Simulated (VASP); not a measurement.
# AgCl (Fm-3m) in VASP: notebook, part 2 of 2

VASP 6.6.1.

### 3 Single point, PBE (20.90 Å³/atom)

This run uses another cell than the first one, of 20.90 Å³/atom.

Input file INCAR:

```
PREC = Accurate
ENCUT = 520
EDIFF = 1E-6
ISMEAR = -1
SIGMA = 0.01
LREAL = False
LASPH = True
NELM = 100
ALGO = Normal
ISIF = 2
LWAVE = False
LCHARG = True
GGA = PE
LELF = True
LVHAR = True
NBANDS = 16
```

Input file KPOINTS:

```
regular mesh
0
Gamma
  9 9 9
```

Input file POSCAR:

```
AgCl
1.0
    0.0000000000      2.7545376942      2.7545376942
    2.7545376942      0.0000000000      2.7545376942
    2.7545376942      2.7545376942      0.0000000000
Ag Cl
1 1
Direct
    0.5000000000      0.5000000000      0.5000000000
    0.0000000000      0.0000000000      0.0000000000
```

Potentials or basis: VASP PAW PBE potentials, release 64 (Ag, Cl).

Run with:

```sh
> cat potpaw_PBE.64/Ag/POTCAR potpaw_PBE.64/Cl/POTCAR > POTCAR
> mpirun -np 1 vasp_std > vasp.out
```

OUTCAR:

```text
PREC = Accurate
   ENCUT = 520
   EDIFF = 1E-6
   ISMEAR = -1
   LREAL = False
   LASPH = True
   NELM = 100
   ISIF = 2
   GGA = PE

 ion  position               nearest neighbor table
   1  0.500  0.500  0.500-   2 2.75   2 2.75   2 2.75   2 2.75   2 2.75   2 2.75
   2  0.000  0.000  0.000-   1 2.75   1 2.75   1 2.75   1 2.75   1 2.75   1 2.75

  LATTYP: Found a face centered cubic cell.
 ALAT       =     5.5090753884

  Lattice vectors:

 A1 = (   0.0000000000,   2.7545376942,   2.7545376942)
 A2 = (   2.7545376942,   0.0000000000,   2.7545376942)
 A3 = (   2.7545376942,   2.7545376942,   0.0000000000)

Analysis of symmetry for initial positions (statically):
=====================================================================
 Subroutine PRICEL returns:
 Original cell was already a primitive cell.

 Routine SETGRP: Setting up the symmetry group for a
 face centered cubic supercell.

 Subroutine GETGRP returns: Found 48 space group operations
 (whereof 48 operations were pure point group operations)
 out of a pool of 48 trial point group operations.

The static configuration has the point symmetry O_h .

Analysis of symmetry for dynamics (positions and initial velocities):
=====================================================================
 Subroutine PRICEL returns:
 Original cell was already a primitive cell.

 Routine SETGRP: Setting up the symmetry group for a
 face centered cubic supercell.

 Subroutine GETGRP returns: Found 48 space group operations
 (whereof 48 operations were pure point group operations)
 out of a pool of 48 trial point group operations.

The dynamic configuration has the point symmetry O_h .

 Subroutine INISYM returns: Found 48 space group operations
 (whereof 48 operations are pure point group operations),
 and found     1 'primitive' translations

----------------------------------------------------------------------------------------

[... 111 lines left out ...]
     AMIX     =   0.40;   BMIX     =  1.00
     AMIX_MAG =   1.60;   BMIX_MAG =  1.00
  volume/ion in A,a.u.               =      20.90       141.04
  Fermi-wavevector in a.u.,A,eV,Ry     =   1.236252  2.336177 20.794037  1.528319
  Thomas-Fermi vector in A             =   2.370868
   LORBIT       =      0    0 simple, 1 ext, 2 COOP (PROOUT), +10 PAW based schemes
   GGA     = PE    functional components
   LHFCALC =     F    Hartree Fock is set to
   AEXX    =    0.0000 exact exchange contribution
   IVDW    =     0    specifies the selected vdW correction
   LEPSILON=     F    determine dielectric tensor
   LRPA    =     F    only Hartree local field effects (RPA)
 non-spin polarized calculation
  energy-cutoff  :      520.00
  volume of cell :       41.80
 maximum number of plane-waves:      1139
 NGX is ok and might be reduce to    30
   NGX = 15   NGY = 15   NGZ = 15

 number of electron      18.0000005 magnetization

 Free energy of the ion-electron system (eV)
  ---------------------------------------------------
  ext. energy  EPLUGINS =         0.00000000
  ---------------------------------------------------
  free energy    TOTEN  =        -5.38339550 eV

  energy without entropy =       -5.38339550  energy(sigma->0) =       -5.38339550

 E-fermi :   4.2893     XC(G=0): -10.0718

 val. band max:        4.0289869488   @ k =   0.4444   0.0000   0.0000
 cond. band min:       4.9813109699   @ k =   0.0000   0.0000   0.0000
 fundamental gap:      0.9523240211
 Fermi energy:         4.2892506854

 k-point     1 :       0.0000    0.0000    0.0000
  band No.  band energies     occupation
      1     -11.2094      2.00000
      2       1.5542      2.00000
      3       1.5542      2.00000
      4       1.5542      2.00000
      5       1.5964      2.00000
      6       1.5964      2.00000
[... 433 lines left out ...]
      3       0.9001      2.00000
      4       0.9001      2.00000
      5       1.2214      2.00000
      6       1.7883      2.00000
[... 8 lines left out ...]
     15      19.4858      0.00000
     16      19.4862      0.00000

 [... further k-points ...]

------------------------ aborting loop because EDIFF is reached ----------------------------------------

  FORCE on cell =-STRESS in cart. coord.  units (eV):
  Direction    XX          YY          ZZ          XY          YZ          ZX
  --------------------------------------------------------------------------------------
  -------------------------------------------------------------------------------------
  Total        0.6597647      0.6597647      0.6597647     -0.0000000     -0.0000000      0.0000000
  in kB       25.2885264     25.2885264     25.2885264     -0.0000000     -0.0000000      0.0000000
  external PRESSURE =      25.2885264 kB  Pullay stress =       0.0000000 kB

 VOLUME and BASIS-vectors are now :
 -----------------------------------------------------------------------------
  energy-cutoff  :      520.00
  volume of cell :       41.80
      direct lattice vectors                 reciprocal lattice vectors
     0.000000000  2.754537694  2.754537694    -0.181518663  0.181518663  0.181518663
     2.754537694  0.000000000  2.754537694     0.181518663 -0.181518663  0.181518663
     2.754537694  2.754537694  0.000000000     0.181518663  0.181518663 -0.181518663

 POSITION                                       TOTAL-FORCE (eV/Angst)
 -----------------------------------------------------------------------------------
      2.75454      2.75454      2.75454        -0.000000     -0.000000     -0.000000
      0.00000      0.00000      0.00000         0.000000      0.000000      0.000000
 -----------------------------------------------------------------------------------
    total drift:                                0.000000      0.000000      0.000000

  FREE ENERGIE OF THE ION-ELECTRON SYSTEM (eV)
  ---------------------------------------------------
  free  energy   TOTEN  =        -5.3833955032 eV

  energy  without entropy=       -5.3833955032  energy(sigma->0) =       -5.38339550
```

Wall time 25 s (1 thread of Intel Xeon Platinum 8259CL at 2.50GHz (Skylake/Cascade Lake), shared host); peak memory 0.18 GiB.

What came out:

```
Free energy            : -5.3834 eV
Pressure               : 2.5 GPa
Band gap on the k mesh : 0.95 eV (least direct gap 3.21 eV)
```

Levels at points of the mesh, in eV from the valence-band top:
```csv
k point,band 5,band 6,band 7,band 8,band 9,band 10,band 11,band 12,band 13,band 14
"(0.00, 0.00, 0.00)",-2.43,-2.43,-2.36,-2.36,-2.36,0.95,10.89,10.89,10.89,12.40
```

Caveat: an odd mesh through Γ misses points on the zone boundary, where band edges can lie.

### 4 Single point, PBE (22.18 Å³/atom)

This run uses another cell than the first one, of 22.18 Å³/atom.

Input file INCAR:

```
SYSTEM = AgCl
  PREC = Accurate
  ENCUT = 520
  EDIFF = 1E-7
  ISMEAR = -1
  SIGMA = 0.01
  LREAL = .FALSE.
  LASPH = .TRUE.
  NELM = 100
  ALGO = Normal
  ISIF = 2
  LWAVE = .FALSE.
  LCHARG = .FALSE.
  GGA = PE
  NBANDS = 16
```

Input file KPOINTS:

```
regular mesh
0
G
  9 9 9
  0 0 0
```

Input file POSCAR:

```
AgCl
1.0
    0.0000000000      2.8096430007      2.8096430007
    2.8096430007      0.0000000000      2.8096430007
    2.8096430007      2.8096430007      0.0000000000
Ag Cl
1 1
Direct
    0.5000000000      0.5000000000      0.5000000000
    0.0000000000      0.0000000000      0.0000000000
```

Run with:

```sh
> cat potpaw_PBE.64/Ag/POTCAR potpaw_PBE.64/Cl/POTCAR > POTCAR
> mpirun -np 1 vasp_std > vasp.out
```

Wall time 23 s (1 thread of Intel Xeon Platinum 8259CL at 2.50GHz (Skylake/Cascade Lake), shared host); peak memory 0.18 GiB.

Results (log left out):

| Quantity | Value |
| --- | --- |
| Free energy | -5.4011 eV |
| Pressure | -0.3 GPa |
| Band gap on the k mesh | 0.96 eV (least direct gap 3.02 eV) |

Levels at points of the mesh, in eV from the valence-band top:
```csv
k point,band 7,band 8,band 9,band 10,band 11,band 12
"(0.00, 0.00, 0.00)",-2.12,-2.12,-2.12,0.96,10.91,10.91
```

Caveat: an odd mesh through Γ misses points on the zone boundary, where band edges can lie.

### 5 Overview

| cell | gap on the mesh (eV) | pressure (GPa) |
| --- | --- | --- |
| a = 3.869 Å, angles 60.0°, 2 atoms | 0.95 | 3.7 |
| a = 3.896 Å, angles 60.0°, 2 atoms | 0.95 | 2.5 |
| a = 3.973 Å, angles 60.0°, 2 atoms | 0.96 | -0.3 |

Alike in all rows: task single point; level PBE; potentials or basis VASP PAW PBE potentials, release 64 (Ag, Cl); no spin polarisation; k mesh 9 × 9 × 9; cutoff (eV) 520; smearing fermi-dirac 0.01 eV.

Caveats: an odd mesh through Γ misses points on the zone boundary, where band edges can lie; the cell stands under pressure (at least some runs).

Absolute energies hang on the potentials; compare differences alone.
